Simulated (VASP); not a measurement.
# SiC (P6_3mc) in VASP: further runs

SiC is run at these levels: PBE; tasks: single point.

Everything below comes from runs of VASP 6.6.1. Logs are shortened: lines on timing, memory, paths and dates and some standing lists are left out, and cuts for length are marked.

### Step 1. The cell of the first run

Symmetry: P6_3mc, No. 186, hexagonal system. Conventional cell: a = 3.076 Å, b = 3.076 Å, c = 5.048 Å, α = 90.00°, β = 90.00°, γ = 120.00°. Si (site symmetry 3m) has 4 C at 1.87 to 1.94 Å within 2.5 Å. Within 2.5 Å of C (site symmetry 3m) lie 4 Si at 1.87 to 1.94 Å.

### Step 2. Single point, PBE

INCAR

```
PREC = Accurate
ENCUT = 520
EDIFF = 1E-7
ISMEAR = 0
SIGMA = 0.1
LREAL = F
LASPH = T
NELM = 60
ALGO = Normal
ISIF = 2
LWAVE = F
LCHARG = F
GGA = PE
NBANDS = 16
```

KPOINTS

```
Automatic mesh
0
Gamma
  6 6 4
```

POSCAR

```
SiC
1.0
    3.0759982300      0.0000000000      0.0000000000
   -1.5379991200      2.6638926100      0.0000000000
    0.0000000000      0.0000000000      5.0479998600
Si C
2 2
Direct
    0.3333333300      0.6666666700      0.0000000000
    0.6666666700      0.3333333300      0.5000000000
    0.3333333300      0.6666666700      0.3849999900
    0.6666666700      0.3333333300      0.8849999900
```

Potentials or basis: VASP PAW PBE potentials, release 64 (Si, C).

On the command line:

```bash
$ cat potpaw_PBE.64/Si/POTCAR potpaw_PBE.64/C/POTCAR > POTCAR
$ mpirun -np 1 vasp_std > vasp.out
```

OUTCAR:

```text
PREC = Accurate
   ENCUT = 520
   EDIFF = 1E-7
   ISMEAR = 0
   LREAL = F
   LASPH = T
   NELM = 60
   ISIF = 2
   GGA = PE

 ion  position               nearest neighbor table
   1  0.333  0.667  0.000-   4 1.87   4 1.87   4 1.87   3 1.94   2 3.09   2 3.09   2 3.09   2 3.09
                             2 3.09   2 3.09
   2  0.667  0.333  0.500-   3 1.87   3 1.87   3 1.87   4 1.94   1 3.09   1 3.09   1 3.09   1 3.09
                             1 3.09   1 3.09
   3  0.333  0.667  0.385-   2 1.87   2 1.87   2 1.87   1 1.94
   4  0.667  0.333  0.885-   1 1.87   1 1.87   1 1.87   2 1.94

  LATTYP: Found a hexagonal cell.
 ALAT       =     3.0759982300
 C/A-ratio  =     1.6410932265

  Lattice vectors:

 A1 = (   3.0759982300,   0.0000000000,   0.0000000000)
 A2 = (  -1.5379991200,   2.6638926100,   0.0000000000)
 A3 = (   0.0000000000,   0.0000000000,   5.0479998600)

Analysis of symmetry for initial positions (statically):
=====================================================================
 Subroutine PRICEL returns:
 Original cell was already a primitive cell.

 Routine SETGRP: Setting up the symmetry group for a
 hexagonal supercell.

 Subroutine GETGRP returns: Found 12 space group operations
 (whereof  6 operations were pure point group operations)
 out of a pool of 24 trial point group operations.

The static configuration has the point symmetry C_3v.
 The point group associated with its full space group is C_6v.

Analysis of symmetry for dynamics (positions and initial velocities):
=====================================================================
 Subroutine PRICEL returns:
 Original cell was already a primitive cell.

 Routine SETGRP: Setting up the symmetry group for a
 hexagonal supercell.

 Subroutine GETGRP returns: Found 12 space group operations
 (whereof  6 operations were pure point group operations)
 out of a pool of 24 trial point group operations.

The dynamic configuration has the point symmetry C_3v.
 The point group associated with its full space group is C_6v.

 Subroutine INISYM returns: Found 12 space group operations
 (whereof  6 operations are pure point group operations),
 and found     1 'primitive' translations

----------------------------------------------------------------------------------------

                                     Primitive cell

  volume of cell :      41.3640

  direct lattice vectors                    reciprocal lattice vectors
     3.075998230  0.000000000  0.000000000     0.325097716  0.187695255  0.000000000
    -1.537999120  2.663892610  0.000000000     0.000000000  0.375390508  0.000000000
     0.000000000  0.000000000  5.047999860     0.000000000  0.000000000  0.198098262

  length of vectors
     3.075998230  3.075998233  5.047999860     0.375390508  0.375390508  0.198098262

  position of ions in fractional coordinates (direct lattice)
     0.333333330  0.666666670  0.000000000
     0.666666670  0.333333330  0.500000000
     0.333333330  0.666666670  0.384999990
     0.666666670  0.333333330  0.884999990

  ion indices of the primitive-cell ions
   primitive index   ion index
                 1           1
                 2           2
                 3           3
                 4           4

----------------------------------------------------------------------------------------

 KPOINTS: Automatic mesh

Automatic generation of k-mesh.
 Grid dimensions read from file:
 generate k-points for:    6    6    4

 Generating k-lattice:

  Cartesian coordinates                     Fractional coordinates (reciprocal lattice)
     0.054182953  0.031282542  0.000000000     0.166666667 -0.000000000  0.000000000
     0.000000000  0.062565085  0.000000000     0.000000000  0.166666667  0.000000000
     0.000000000  0.000000000  0.049524566     0.000000000  0.000000000  0.250000000

  Length of vectors
     0.062565085  0.062565085  0.049524566

  Shift w.r.t. Gamma in fractional coordinates (k-lattice)
     0.000000000  0.000000000  0.000000000

 Subroutine IBZKPT returns following result:
 ===========================================

 Found     21 irreducible k-points:

 Following reciprocal coordinates:
            Coordinates               Weight
  0.000000  0.000000  0.000000      1.000000
  0.166667  0.000000  0.000000      6.000000
  0.333333  0.000000  0.000000      6.000000
  0.500000  0.000000  0.000000      3.000000
  0.166667  0.166667  0.000000      6.000000
  0.333333  0.166667  0.000000     12.000000
[... 13 lines left out ...]
  0.333333  0.166667  0.500000     12.000000
  0.333333  0.333333  0.500000      2.000000
   k-points           NKPTS =     21   k-points in BZ     NKDIM =     21   number of bands    NBANDS=     16
   number of dos      NEDOS =    301   number of ions     NIONS =      4
   total plane-waves  NPLWV =  23040
   dimension x,y,z NGX =    24 NGY =   24 NGZ =   40
   dimension x,y,z NGXF=    48 NGYF=   48 NGZF=   80
   ions per type =               2   2
   NGX,Y,Z   is equivalent  to a cutoff of  12.97, 12.97, 13.17 a.u.
   NGXF,Y,Z  is equivalent  to a cutoff of  25.94, 25.94, 26.35 a.u.
 SYSTEM =  unknown system
   PREC   = accura    normal or accurate (medium, high low for compatibility)
   ISTART =      0    job   : 0-new  1-cont  2-samecut
   ICHARG =      2    charge: 1-file 2-atom 10-const
   ISPIN  =      1    spin polarized calculation?
   LNONCOLLINEAR =      F non collinear calculations
   LSORBIT =      F    spin-orbit coupling
   LASPH  =      T    aspherical Exc in radial PAW
   ENCUT  =  520.0 eV  38.22 Ry    6.18 a.u.   5.72  5.72  9.39*2*pi/ulx,y,z
   NELM   =     60;   NELMIN=  2; NELMDL= -5     # of ELM steps
   EDIFF  = 0.1E-06   stopping-criterion for ELM
   LREAL  =      F    real-space projection
   EDIFFG = 0.1E-05   stopping-criterion for IOM
   NSW    =      0    number of steps for IOM
   IBRION =     -1    ionic relax: 0-MD 1-quasi-New 2-CG
   NFREE  =      0    steps in history (QN), initial steepest desc. (CG)
   ISIF   =      2    stress and relaxation
   ISYM   =      2    0-nonsym 1-usesym 2-fastsym
   POTIM  = 0.5000    time-step for ionic-motion
   TEBEG  =    0.0;   TEEND  =   0.0 temperature during run
   PSTRESS=    0.0 pullay stress
   NELECT =      16.0000    total number of electrons
   NUPDOWN=      -1.0000    fix difference up-down
   EMIN   =  10.00;   EMAX   =-10.00  energy-range for DOS
   EFERMI =   0.00;   METHOD = LEGACY
   ISMEAR =     0;   SIGMA  =   0.10  broadening in eV -4-tet -1-fermi 0-gaus
   EFERMI_NEDOS =   21; number of points for ismear=-14 and -15
   IALGO  =     38    algorithm
   IMIX   =      4    mixing-type and parameters
     AMIX     =   0.40;   BMIX     =  1.00
     AMIX_MAG =   1.60;   BMIX_MAG =  1.00
  volume/ion in A,a.u.               =      10.34        69.78
  Fermi-wavevector in a.u.,A,eV,Ry     =   1.192818  2.254099 19.358564  1.422814
  Thomas-Fermi vector in A             =   2.328847
   LORBIT       =      0    0 simple, 1 ext, 2 COOP (PROOUT), +10 PAW based schemes
   GGA     = PE    functional components
   LHFCALC =     F    Hartree Fock is set to
   AEXX    =    0.0000 exact exchange contribution
   IVDW    =     0    specifies the selected vdW correction
   LEPSILON=     F    determine dielectric tensor
   LRPA    =     F    only Hartree local field effects (RPA)
 non-spin polarized calculation
 Gauss-broadening in eV      SIGMA  =   0.10
  energy-cutoff  :      520.00
  volume of cell :       41.36
 maximum number of plane-waves:      1132
 NGX is ok and might be reduce to    24
   NGX = 11   NGY = 11   NGZ = 19

 number of electron      16.0000000 magnetization

 Free energy of the ion-electron system (eV)
  ---------------------------------------------------
  ext. energy  EPLUGINS =         0.00000000
  ---------------------------------------------------
  free energy    TOTEN  =       -30.05752516 eV

  energy without entropy =      -30.05752516  energy(sigma->0) =      -30.05752516

 E-fermi :   8.9130     XC(G=0): -11.3475

 val. band max:        8.4129077506   @ k =   0.0000   0.0000   0.0000
 cond. band min:      10.7328613186   @ k =   0.3333   0.3333   0.0000
 fundamental gap:      2.3199535680
 Fermi energy:         8.9130290597

 k-point     1 :       0.0000    0.0000    0.0000
  band No.  band energies     occupation
      1      -7.3131      2.00000
      2      -3.8103      2.00000
      3      -0.2817      2.00000
      4       6.8565      2.00000
      5       6.8565      2.00000
      6       8.1375      2.00000
[... 8 lines left out ...]
     15      17.1139      0.00000
     16      19.7566      0.00000

 k-point     2 :       0.1667    0.0000    0.0000
  band No.  band energies     occupation
      1      -6.8335      2.00000
      2      -3.4038      2.00000
      3       0.1581      2.00000
      4       4.7005      2.00000
      5       6.1770      2.00000
      6       6.5765      2.00000
[... 8 lines left out ...]
     15      17.7318      0.00000
     16      18.1248      0.00000

 k-point     3 :       0.3333    0.0000    0.0000
  band No.  band energies     occupation
      1      -5.4616      2.00000
      2      -2.4240      2.00000
      3       0.9039      2.00000
      4       2.0528      2.00000
      5       3.7870      2.00000
      6       5.2381      2.00000
[... 8 lines left out ...]
     15      19.0762      0.00000
     16      20.2130      0.00000

 k-point     4 :       0.5000    0.0000    0.0000
  band No.  band energies     occupation
      1      -3.9804      2.00000
      2      -2.5216      2.00000
      3       0.4180      2.00000
      4       1.8633      2.00000
      5       2.9815      2.00000
      6       4.8701      2.00000
[... 8 lines left out ...]
     15      18.5578      0.00000
     16      20.6127      0.00000
[... 267 lines left out ...]
 k-point    19 :       0.1667    0.1667    0.5000
  band No.  band energies     occupation
      1      -4.7669      2.00000
      2      -4.7669      2.00000
      3       2.9163      2.00000
      4       2.9163      2.00000
      5       5.2273      2.00000
      6       5.2273      2.00000
[... 8 lines left out ...]
     15      18.5885      0.00000
     16      18.5885      0.00000

 k-point    20 :       0.3333    0.1667    0.5000
  band No.  band energies     occupation
      1      -3.2814      2.00000
      2      -3.2814      2.00000
      3       0.7362      2.00000
      4       0.7362      2.00000
      5       4.1076      2.00000
      6       4.1076      2.00000
[... 8 lines left out ...]
     15      19.9149      0.00000
     16      19.9149      0.00000

 k-point    21 :       0.3333    0.3333    0.5000
  band No.  band energies     occupation
      1      -2.5016      2.00000
      2      -2.5016      2.00000
      3       0.4770      2.00000
      4       0.4770      2.00000
      5       2.5567      2.00000
      6       2.5567      2.00000
[... 8 lines left out ...]
     15      19.8128      0.00000
     16      19.8128      0.00000

------------------------ aborting loop because EDIFF is reached ----------------------------------------

  FORCE on cell =-STRESS in cart. coord.  units (eV):
  Direction    XX          YY          ZZ          XY          YZ          ZX
  --------------------------------------------------------------------------------------
  -------------------------------------------------------------------------------------
  Total        1.3682042      1.3682042      0.0821681     -0.0000000      0.0000000     -0.0000000
  in kB       52.9955448     52.9955448      3.1826692     -0.0000001      0.0000000     -0.0000000
  external PRESSURE =      36.3912529 kB  Pullay stress =       0.0000000 kB

 VOLUME and BASIS-vectors are now :
 -----------------------------------------------------------------------------
  energy-cutoff  :      520.00
  volume of cell :       41.36
      direct lattice vectors                 reciprocal lattice vectors
     3.075998230  0.000000000  0.000000000     0.325097716  0.187695255  0.000000000
    -1.537999120  2.663892610  0.000000000     0.000000000  0.375390508  0.000000000
     0.000000000  0.000000000  5.047999860     0.000000000  0.000000000  0.198098262

 POSITION                                       TOTAL-FORCE (eV/Angst)
 -----------------------------------------------------------------------------------
     -0.00000      1.77593      0.00000        -0.000000     -0.000000      0.745189
      1.53800      0.88796      2.52400        -0.000000     -0.000000      0.745189
     -0.00000      1.77593      1.94348        -0.000000      0.000000     -0.745189
      1.53800      0.88796      4.46748         0.000000     -0.000000     -0.745189
 -----------------------------------------------------------------------------------
    total drift:                               -0.000004      0.000002     -0.000276

  FREE ENERGIE OF THE ION-ELECTRON SYSTEM (eV)
  ---------------------------------------------------
  free  energy   TOTEN  =       -30.0575251640 eV

  energy  without entropy=      -30.0575251640  energy(sigma->0) =      -30.05752516
```

Run time: 19 s. Hardware: 1 thread of Intel Xeon 8259CL, shared host; peak memory 0.15 GiB.

Results:

```
Free energy            : -30.0575 eV
Pressure               : 3.6 GPa
Largest force          : 0.745 eV/Å
Band gap on the k mesh : 2.32 eV, indirect (least direct gap 4.07 eV)
```

Forces in eV/Å, atoms in the order of the input:
```
Si   0.000  0.000  0.745
Si   0.000  0.000  0.745
C    0.000  0.000 -0.745
C    0.000  0.000 -0.745
```

Levels at points of the mesh, in eV from the valence-band top:
| k point | band 5 | band 6 | band 7 | band 8 | band 9 | band 10 | band 11 | band 12 |
| --- | --- | --- | --- | --- | --- | --- | --- | --- |
| (0.00, 0.00, 0.00) | -1.56 | -0.28 | -0.28 | 0.00 | 4.62 | 6.03 | 6.50 | 6.50 |
| (0.50, 0.00, 0.00) | -5.43 | -3.54 | -3.26 | -1.49 | 2.59 | 4.19 | 6.74 | 7.20 |
| (0.00, 0.00, 0.50) | -0.97 | -0.97 | -0.97 | -0.97 | 5.71 | 5.71 | 7.17 | 7.17 |
| (0.50, 0.00, 0.50) | -2.69 | -2.69 | -2.34 | -2.34 | 3.16 | 3.16 | 4.99 | 4.99 |

A k mesh can miss the band edges. PBE gaps usually lie below the measured ones, often by a third to a half.

### Step 3. Single point, PBE

This run uses another cell than the first one, of 10.50 Å³/atom, 1.015 times its volume.

INCAR

```
ALGO     = Normal         # electronic algorithm
EDIFF    = 1E-6           # SCF threshold, eV
ENCUT    = 520            # plane-wave cutoff, eV
GGA      = PE             # functional
ISIF     = 2              # what is computed and relaxed
ISMEAR   = 0              # smearing method
LASPH    = T              # aspherical terms in the spheres
LCHARG   = F              # write CHGCAR
LREAL    = F              # projectors in reciprocal space
LWAVE    = F              # write WAVECAR
NBANDS   = 16             # bands
NELM     = 60             # most SCF steps
PREC     = Accurate       # precision mode
SIGMA    = 0.1            # smearing width, eV
```

KPOINTS

```
k-points
0
Gamma
  6 6 4
```

POSCAR

```
SiC
1.0
    3.0917664133      0.0000000029      0.0000000000
   -1.5458832092      2.6775482551      0.0000000000
    0.0000000000      0.0000000000      5.0740211586
Si C
2 2
Direct
    0.3333333333      0.6666666667      0.0045635261
    0.6666666667      0.3333333333      0.5045635261
    0.3333333333      0.6666666667      0.3804364639
    0.6666666667      0.3333333333      0.8804364639
```

Potentials or basis: VASP PAW PBE potentials, release 64 (Si, C).

On the command line:

```bash
$ cat potpaw_PBE.64/Si/POTCAR potpaw_PBE.64/C/POTCAR > POTCAR
$ mpirun -np 1 vasp_std > vasp.out
```

Run time: 18 s. Hardware: 1 thread of Intel Xeon 8259CL, shared host; peak memory 0.15 GiB.

Results (log left out):

| Item | Value |
| --- | --- |
| Free energy | -30.0998 eV |
| Pressure | 0.0 GPa |
| Largest force | 0.004 eV/Å |
| Band gap on the k mesh | 2.30 eV, indirect (least direct gap 3.94 eV) |

Forces on the atoms (eV/Å):
```
Si   0.000  0.000 -0.004
Si   0.000  0.000 -0.004
C    0.000  0.000  0.004
C    0.000  0.000  0.004
```

Stress tensor (GPa, compression positive):
```
 0.04  0.00  0.00
 0.00  0.04  0.00
 0.00  0.00 -0.12
```

Levels at points of the mesh, in eV from the valence-band top:
```tsv
k point	band 5	band 6	band 7	band 8	band 9	band 10	band 11	band 12
(0.00, 0.00, 0.00)	-1.31	-0.11	0.00	0.00	4.67	6.05	6.57	6.57
(0.50, 0.00, 0.00)	-5.38	-3.29	-3.24	-1.19	2.75	4.21	6.76	7.07
(0.00, 0.00, 0.50)	-0.71	-0.71	-0.71	-0.71	5.76	5.76	7.26	7.26
(0.50, 0.00, 0.50)	-2.42	-2.42	-2.31	-2.31	3.25	3.25	5.19	5.19
```

A k mesh can miss the band edges. A hybrid or GW would open this gap; PBE tends to underestimate it.
